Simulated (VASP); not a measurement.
Here is a VASP 6.6.1 calculation.

The input INCAR:

```
SYSTEM = AlIn2Sb2As
PREC     = Accurate       ! precision mode
ENCUT    = 500            ! plane-wave cutoff, eV
EDIFF    = 1E-6           ! SCF threshold, eV
ISMEAR   = 0              ! smearing method
SIGMA    = 0.1            ! smearing width, eV
LREAL    = .False.        ! projectors in reciprocal space
LASPH    = .True.         ! aspherical terms in the spheres
NELM     = 120            ! most SCF steps
ALGO     = Normal         ! electronic algorithm
ISIF     = 2              ! what is computed and relaxed
LWAVE    = .False.        ! write WAVECAR
LCHARG   = .False.        ! write CHGCAR
GGA      = PE             ! functional
NBANDS   = 31             ! bands
GGA_COMPAT= .False.
```

The input KPOINTS:

```
Automatic mesh
0
Gamma
  12 12 4
  0 0 0
```

POSCAR

```
AlIn2Sb2As
1.0
    5.2715449105      0.0000000000      0.0000000000
   -2.6357724553      4.5652918097      0.0000000000
    0.0000000000      0.0000000000     10.5832795605
Al In Sb As
1 2 2 1
Direct
    0.0000000000      0.0000000000      0.5000000000
    0.0000000000      0.0000000000      0.7599882808
    0.0000000000      0.0000000000      0.2400117192
    0.3333333333      0.6666666667      0.5000000000
    0.6666666667      0.3333333333      0.5000000000
    0.0000000000      0.0000000000      0.0000000000
```

Potentials or basis: VASP PAW PBE potentials, release 64 (Al, In_d, Sb, As).

Launch:

```bash
$ cat potpaw_PBE.64/Al/POTCAR potpaw_PBE.64/In_d/POTCAR potpaw_PBE.64/Sb/POTCAR potpaw_PBE.64/As/POTCAR > POTCAR
$ mpirun -np 1 vasp_std > vasp.out
```

Predict the pressure.

0.0 GPa.

What does it give for the band gap on the k mesh?

Zero (bands 22 and 23 overlap by 0.78 eV).

Estimate the largest force.

0.018 eV/Å.

Forces on the atoms (eV/Å):
```
Al   0.000  0.000  0.000
In   0.000  0.000 -0.018
In   0.000  0.000  0.018
Sb   0.000  0.000  0.000
Sb   0.000  0.000  0.000
As   0.000  0.000  0.000
```

Caveat: semilocal functionals underestimate gaps, and a narrow one can read as zero; spin-orbit coupling is left out, which moves the levels of the heavy elements.
